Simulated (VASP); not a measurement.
# Nb2Te2S (P-3m1) in VASP: density of states with PBE

Aim: the density of states of Nb2Te2S with PBE.

All numbers are computed with VASP 6.6.1; they aren't measurements. Logs are shortened: lines on timing, memory, paths and dates and some standing lists are left out, and cuts for length are marked.

## 1. The cell of the first run

The structure is trigonal, space group P-3m1 (No. 164). Conventional cell: a = 4.385 Å, b = 4.385 Å, c = 8.204 Å, α = 90.00°, β = 90.00°, γ = 120.00°. Within 3.5 Å of Nb (site symmetry 3m) lie 3 S at 2.63 Å and 4 Te at 2.87 to 2.92 Å and 3 Nb at 2.90 Å. Within 3.8 Å of Te (site symmetry 3m) lie 4 Nb at 2.87 to 2.92 Å and 3 S at 3.33 Å. S (site symmetry -3m) has 6 Nb at 2.63 Å and 6 Te at 3.33 Å within 3.5 Å.

## 2. Density of states, PBE

POSCAR reads:

```
Nb2Te2S
1.0
    4.3850732066      0.0000000000      0.0000000000
   -2.1925366033      3.7975847943      0.0000000000
    0.0000000000      0.0000000000      8.2037598000
Nb Te S
2 2 1
Direct
    0.3333333333      0.6666666667      0.0862300000
    0.6666666667      0.3333333333      0.9137700000
    0.3333333333      0.6666666667      0.7367840000
    0.6666666667      0.3333333333      0.2632160000
    0.0000000000      0.0000000000      0.0000000000
```

INCAR.step1 reads:

```
SYSTEM = Nb2Te2S
ALGO     = Normal         ! electronic algorithm
EDIFF    = 1E-6           ! SCF threshold, eV
ENCUT    = 520            ! plane-wave cutoff, eV
GGA      = PE             ! functional
ISIF     = 2              ! what is computed and relaxed
ISMEAR   = 0              ! smearing method
LASPH    = .True.         ! aspherical terms in the spheres
LCHARG   = .True.         ! write CHGCAR
LMAXMIX  = 4              ! l up to which the mixer works
LREAL    = .False.        ! projectors in reciprocal space
LWAVE    = .False.        ! write WAVECAR
NBANDS   = 30             ! bands
NELM     = 100            ! most SCF steps
PREC     = Accurate       ! precision mode
SIGMA    = 0.1            ! smearing width, eV
```

KPOINTS.step1 reads:

```
k-points
0
Gamma
  12 12 6
  0 0 0
```

INCAR.step2 reads:

```
SYSTEM = Nb2Te2S
ALGO     = Normal         ! electronic algorithm
EDIFF    = 1E-6           ! SCF threshold, eV
ENCUT    = 520            ! plane-wave cutoff, eV
GGA      = PE             ! functional
ICHARG   = 11             ! starting density
ISIF     = 2              ! what is computed and relaxed
ISMEAR   = -5             ! smearing method
LASPH    = .True.         ! aspherical terms in the spheres
LCHARG   = .False.        ! write CHGCAR
LMAXMIX  = 4              ! l up to which the mixer works
LORBIT   = 11             ! projections on sites
LREAL    = .False.        ! projectors in reciprocal space
LWAVE    = .False.        ! write WAVECAR
NBANDS   = 30             ! bands
NEDOS    = 1001           ! points of the DOS
NELM     = 100            ! most SCF steps
PREC     = Accurate       ! precision mode
SIGMA    = 0.1            ! smearing width, eV
```

KPOINTS.step2 reads:

```
k-points
0
Gamma
  18 18 9
  0 0 0
```

Potentials or basis: VASP PAW PBE potentials, release 64 (Nb_sv, Te, S).

On the command line:

```console
> cat potpaw_PBE.64/Nb_sv/POTCAR potpaw_PBE.64/Te/POTCAR potpaw_PBE.64/S/POTCAR > POTCAR
> cp INCAR.step1 INCAR
> cp KPOINTS.step1 KPOINTS
> mpirun -np 1 vasp_std > vasp.out
> cp INCAR.step2 INCAR
> cp KPOINTS.step2 KPOINTS
> mpirun -np 1 vasp_std > vasp.out
```

OUTCAR:

```text
SYSTEM = Nb2Te2S
   EDIFF = 1E-6
   ENCUT = 520
   GGA = PE
   ICHARG = 11
   ISIF = 2
   ISMEAR = -5
   LASPH = .True.
   LORBIT = 11
   LREAL = .False.
   NELM = 100
   PREC = Accurate

 ion  position               nearest neighbor table
   1  0.333  0.667  0.086-   5 2.63   5 2.63   5 2.63   3 2.87   2 2.90   2 2.90   2 2.90   4 2.92
                             4 2.92   4 2.92
   2  0.667  0.333  0.914-   5 2.63   5 2.63   5 2.63   4 2.87   1 2.90   1 2.90   1 2.90   3 2.92
                             3 2.92   3 2.92
   3  0.333  0.667  0.737-   1 2.87   2 2.92   2 2.92   2 2.92
   4  0.667  0.333  0.263-   2 2.87   1 2.92   1 2.92   1 2.92
   5  0.000  0.000  0.000-   1 2.63   2 2.63   1 2.63   2 2.63   2 2.63   1 2.63

  LATTYP: Found a hexagonal cell.
 ALAT       =     4.3850732066
 C/A-ratio  =     1.8708375923

  Lattice vectors:

 A1 = (   4.3850732066,   0.0000000000,   0.0000000000)
 A2 = (  -2.1925366033,   3.7975847943,   0.0000000000)
 A3 = (   0.0000000000,   0.0000000000,   8.2037598000)

Analysis of symmetry for initial positions (statically):
=====================================================================
 Subroutine PRICEL returns:
 Original cell was already a primitive cell.

 Routine SETGRP: Setting up the symmetry group for a
 hexagonal supercell.

 Subroutine GETGRP returns: Found 12 space group operations
 (whereof 12 operations were pure point group operations)
 out of a pool of 24 trial point group operations.

The static configuration has the point symmetry D_3d.

Analysis of symmetry for dynamics (positions and initial velocities):
=====================================================================
 Subroutine PRICEL returns:
 Original cell was already a primitive cell.

 Routine SETGRP: Setting up the symmetry group for a
 hexagonal supercell.

 Subroutine GETGRP returns: Found 12 space group operations
 (whereof 12 operations were pure point group operations)
 out of a pool of 24 trial point group operations.

The dynamic configuration has the point symmetry D_3d.

 Subroutine INISYM returns: Found 12 space group operations
 (whereof 12 operations are pure point group operations),
 and found     1 'primitive' translations

----------------------------------------------------------------------------------------

                                     Primitive cell

  volume of cell :     136.6146

  direct lattice vectors                    reciprocal lattice vectors
     4.385073207  0.000000000  0.000000000     0.228046364  0.131662630  0.000000000
    -2.192536603  3.797584794  0.000000000     0.000000000  0.263325259  0.000000000
     0.000000000  0.000000000  8.203759800     0.000000000  0.000000000  0.121895329

  length of vectors
     4.385073207  4.385073207  8.203759800     0.263325259  0.263325259  0.121895329

  position of ions in fractional coordinates (direct lattice)
     0.333333333  0.666666667  0.086230000
     0.666666667  0.333333333  0.913770000
     0.333333333  0.666666667  0.736784000
     0.666666667  0.333333333  0.263216000
     0.000000000  0.000000000  0.000000000

  ion indices of the primitive-cell ions
   primitive index   ion index
                 1           1
                 2           2
                 3           3
                 4           4
                 5           5

----------------------------------------------------------------------------------------

 KPOINTS: k-points

Automatic generation of k-mesh.
 Grid dimensions read from file:
 generate k-points for:   18   18    9

 Generating k-lattice:

  Cartesian coordinates                     Fractional coordinates (reciprocal lattice)
     0.012669242  0.007314591  0.000000000     0.055555556  0.000000000  0.000000000
     0.000000000  0.014629181  0.000000000     0.000000000  0.055555556  0.000000000
     0.000000000  0.000000000  0.013543925     0.000000000  0.000000000  0.111111111

  Length of vectors
     0.014629181  0.014629181  0.013543925

  Shift w.r.t. Gamma in fractional coordinates (k-lattice)
     0.000000000  0.000000000  0.000000000

 TETIRR: Found   4263 inequivalent tetrahedra from    17496

 Subroutine IBZKPT returns following result:
 ===========================================

 Found    293 irreducible k-points:

 Following reciprocal coordinates:
            Coordinates               Weight
  0.000000  0.000000  0.000000      1.000000
  0.055556 -0.000000  0.000000      6.000000
  0.111111 -0.000000  0.000000      6.000000
  0.166667  0.000000  0.000000      6.000000
  0.222222  0.000000  0.000000      6.000000
  0.277778  0.000000  0.000000      6.000000
[... 16 lines left out ...]
  0.333333  0.111111  0.000000     12.000000
  0.388889  0.111111  0.000000     12.000000
 [... further k-points ...]
   k-points           NKPTS =    293   k-points in BZ     NKDIM =    293   number of bands    NBANDS=     30
   number of dos      NEDOS =   1001   number of ions     NIONS =      5
   total plane-waves  NPLWV =  82944
   dimension x,y,z NGX =    36 NGY =   36 NGZ =   64
   dimension x,y,z NGXF=    72 NGYF=   72 NGZF=  128
   ions per type =               2   2   1
   NGX,Y,Z   is equivalent  to a cutoff of  13.65, 13.65, 12.97 a.u.
   NGXF,Y,Z  is equivalent  to a cutoff of  27.30, 27.30, 25.94 a.u.
 SYSTEM =  Nb2Te2S
   PREC   = accura    normal or accurate (medium, high low for compatibility)
   ISTART =      0    job   : 0-new  1-cont  2-samecut
   ICHARG =     11    charge: 1-file 2-atom 10-const
   ISPIN  =      1    spin polarized calculation?
   LNONCOLLINEAR =      F non collinear calculations
   LSORBIT =      F    spin-orbit coupling
   LASPH  =      T    aspherical Exc in radial PAW
   ENCUT  =  520.0 eV  38.22 Ry    6.18 a.u.   8.15  8.15 15.25*2*pi/ulx,y,z
   NELM   =    100;   NELMIN=  2; NELMDL=  0     # of ELM steps
   EDIFF  = 0.1E-05   stopping-criterion for ELM
   LREAL  =      F    real-space projection
   EDIFFG = 0.1E-04   stopping-criterion for IOM
   NSW    =      0    number of steps for IOM
   IBRION =     -1    ionic relax: 0-MD 1-quasi-New 2-CG
   NFREE  =      0    steps in history (QN), initial steepest desc. (CG)
   ISIF   =      2    stress and relaxation
   ISYM   =      2    0-nonsym 1-usesym 2-fastsym
   POTIM  = 0.5000    time-step for ionic-motion
   TEBEG  =    0.0;   TEEND  =   0.0 temperature during run
   PSTRESS=    0.0 pullay stress
   NELECT =      44.0000    total number of electrons
   NUPDOWN=      -1.0000    fix difference up-down
   EMIN   =  10.00;   EMAX   =-10.00  energy-range for DOS
   EFERMI =   0.00;   METHOD = LEGACY
   ISMEAR =    -5;   SIGMA  =   0.10  broadening in eV -4-tet -1-fermi 0-gaus
   EFERMI_NEDOS =   21; number of points for ismear=-14 and -15
   IALGO  =     38    algorithm
   IMIX   =      4    mixing-type and parameters
     AMIX     =   0.40;   BMIX     =  1.00
     AMIX_MAG =   1.60;   BMIX_MAG =  1.00
  volume/ion in A,a.u.               =      27.32       184.38
  Fermi-wavevector in a.u.,A,eV,Ry     =   1.122173  2.120600 17.133451  1.259273
  Thomas-Fermi vector in A             =   2.258832
   LORBIT       =     11    0 simple, 1 ext, 2 COOP (PROOUT), +10 PAW based schemes
   GGA     = PE    functional components
   LHFCALC =     F    Hartree Fock is set to
   AEXX    =    0.0000 exact exchange contribution
   IVDW    =     0    specifies the selected vdW correction
   LEPSILON=     F    determine dielectric tensor
   LRPA    =     F    only Hartree local field effects (RPA)
 non-spin polarized calculation
 Fermi weights with tetrahedron method with Bloechl corrections
  energy-cutoff  :      520.00
  volume of cell :      136.61
 maximum number of plane-waves:      3733
 NGX is ok and might be reduce to    36

 number of electron      44.0000001 magnetization

 Free energy of the ion-electron system (eV)
  ---------------------------------------------------
  ext. energy  EPLUGINS =         0.00000000
  ---------------------------------------------------
  free energy    TOTEN  =       -33.94038805 eV

  energy without entropy =      -33.94038805  energy(sigma->0) =      -33.94038805

 E-fermi :   6.0875     XC(G=0):  -9.3554

 val. band max:        6.1181154943   @ k =   0.3333   0.3333   0.0000
 cond. band min:       6.0556318263   @ k =   0.3333   0.3333   0.4444
 fundamental gap:     -0.0624836680
 Fermi energy:         6.0875180047

 k-point     1 :       0.0000    0.0000    0.0000
  band No.  band energies     occupation
      1     -48.9397      2.00000
      2     -48.8032      2.00000
      3     -25.1216      2.00000
      4     -25.1216      2.00000
      5     -25.1161      2.00000
      6     -24.9444      2.00000
[... 22 lines left out ...]
     29       9.9659      0.00000
     30      11.0299      0.00000

 k-point     2 :       0.0556   -0.0000    0.0000
  band No.  band energies     occupation
      1     -48.9387      2.00000
      2     -48.8041      2.00000
      3     -25.1276      2.00000
      4     -25.1238      2.00000
      5     -25.1180      2.00000
      6     -24.9385      2.00000
[... 22 lines left out ...]
     29      10.0974      0.00000
     30      10.7460      0.00000

 k-point     3 :       0.1111   -0.0000    0.0000
  band No.  band energies     occupation
      1     -48.9359      2.00000
      2     -48.8068      2.00000
      3     -25.1433      2.00000
      4     -25.1298      2.00000
      5     -25.1234      2.00000
      6     -24.9235      2.00000
[... 22 lines left out ...]
     29      10.1935      0.00000
     30      10.4284      0.00000

 k-point     4 :       0.1667    0.0000    0.0000
  band No.  band energies     occupation
      1     -48.9314      2.00000
      2     -48.8111      2.00000
      3     -25.1640      2.00000
      4     -25.1387      2.00000
      5     -25.1314      2.00000
      6     -24.9043      2.00000
[... 22 lines left out ...]
     29       9.9322      0.00000
     30      10.1944      0.00000

 k-point     5 :       0.2222    0.0000    0.0000
  band No.  band energies     occupation
      1     -48.9254      2.00000
      2     -48.8169      2.00000
      3     -25.1858      2.00000
      4     -25.1492      2.00000
      5     -25.1410      2.00000
      6     -24.8847      2.00000
[... 22 lines left out ...]
     29       9.8287      0.00000
     30      10.1274      0.00000
[... 526 lines left out ...]
     29       9.4866      0.00000
     30      10.3278      0.00000

 k-point    22 :       0.2778    0.1111    0.0000
  band No.  band energies     occupation
      1     -48.9079      2.00000
      2     -48.8339      2.00000
      3     -25.2209      2.00000
      4     -25.1857      2.00000
      5     -25.1585      2.00000
      6     -24.8440      2.00000
[... 22 lines left out ...]
     29       9.4352      0.00000
     30      10.3439      0.00000

 k-point    23 :       0.3333    0.1111    0.0000
  band No.  band energies     occupation
      1     -48.9000      2.00000
      2     -48.8416      2.00000
      3     -25.2339      2.00000
      4     -25.1901      2.00000
      5     -25.1681      2.00000
      6     -24.8330      2.00000
[... 22 lines left out ...]
     29       9.5845      0.00000
     30      10.2638      0.00000

 k-point    24 :       0.3889    0.1111    0.0000
  band No.  band energies     occupation
      1     -48.8935      2.00000
      2     -48.8481      2.00000
      3     -25.2422      2.00000
      4     -25.1916      2.00000
      5     -25.1754      2.00000
      6     -24.8263      2.00000
[... 22 lines left out ...]
     29       9.7141      0.00000
     30      10.1060      0.00000

 [... further k-points ...]
[... 5 lines left out ...]
  --------------------------------------------------------------------------------------
  -------------------------------------------------------------------------------------
  Total       -0.1330024     -0.1330024     -0.1125833      0.0000000     -0.0000000      0.0000000
  in kB       -1.5598139     -1.5598139     -1.3203442      0.0000000     -0.0000000      0.0000000
  external PRESSURE =      -1.4799906 kB  Pullay stress =       0.0000000 kB

 VOLUME and BASIS-vectors are now :
 -----------------------------------------------------------------------------
  energy-cutoff  :      520.00
  volume of cell :      136.61
      direct lattice vectors                 reciprocal lattice vectors
     4.385073207  0.000000000  0.000000000     0.228046364  0.131662630  0.000000000
    -2.192536603  3.797584794  0.000000000     0.000000000  0.263325259  0.000000000
     0.000000000  0.000000000  8.203759800     0.000000000  0.000000000  0.121895329

 POSITION                                       TOTAL-FORCE (eV/Angst)
 -----------------------------------------------------------------------------------
     -0.00000      2.53172      0.70741         0.000000     -0.000000     -0.013662
      2.19254      1.26586      7.49635         0.000000      0.000000      0.013662
     -0.00000      2.53172      6.04440        -0.000000     -0.000000      0.011750
      2.19254      1.26586      2.15936        -0.000000      0.000000     -0.011750
      0.00000      0.00000      0.00000        -0.000000      0.000000      0.000000
 -----------------------------------------------------------------------------------
    total drift:                               -0.000000      0.000000      0.000000

  FREE ENERGIE OF THE ION-ELECTRON SYSTEM (eV)
  ---------------------------------------------------
  free  energy   TOTEN  =       -33.9403880459 eV

  energy  without entropy=      -33.9403880459  energy(sigma->0) =      -33.94038805

 total charge

# of ion       s       p       d       tot
------------------------------------------
    1        2.160   5.997   2.472  10.628
    2        2.160   5.997   2.472  10.628
    3        1.369   2.018   0.037   3.423
    4        1.369   2.018   0.037   3.423
    5        1.318   2.402   0.000   3.719
--------------------------------------------------
tot          8.374  18.430   5.017  31.821
```

It took 40 min on 1 thread of AMD EPYC 7R43 (Zen 3), shared host; peak memory 1.1 GiB.

What came out:

```
Valence electrons inside the program's atomic spheres : Nb 10.63; Te 3.42; S 3.72
```

Levels at points of the mesh, in eV from the Fermi level:
| k point | band 18 | band 19 | band 20 | band 21 | band 22 | band 23 | band 24 | band 25 | band 26 | band 27 |
| --- | --- | --- | --- | --- | --- | --- | --- | --- | --- | --- |
| (0.00, 0.00, 0.00) | -1.19 | -0.85 | -0.85 | -0.79 | -0.79 | 2.08 | 2.16 | 2.28 | 2.28 | 3.19 |
| (0.50, 0.00, 0.00) | -1.91 | -1.82 | -1.40 | -1.12 | -1.01 | 0.97 | 1.25 | 2.12 | 2.44 | 2.64 |

Caveat: spin-orbit coupling is left out, which moves the levels of the heavy elements; this functional lacks dispersion, which binds the layers, so the pressure and a relaxed spacing across them are unreliable; tetrahedron occupations give inexact forces and stress in metals.
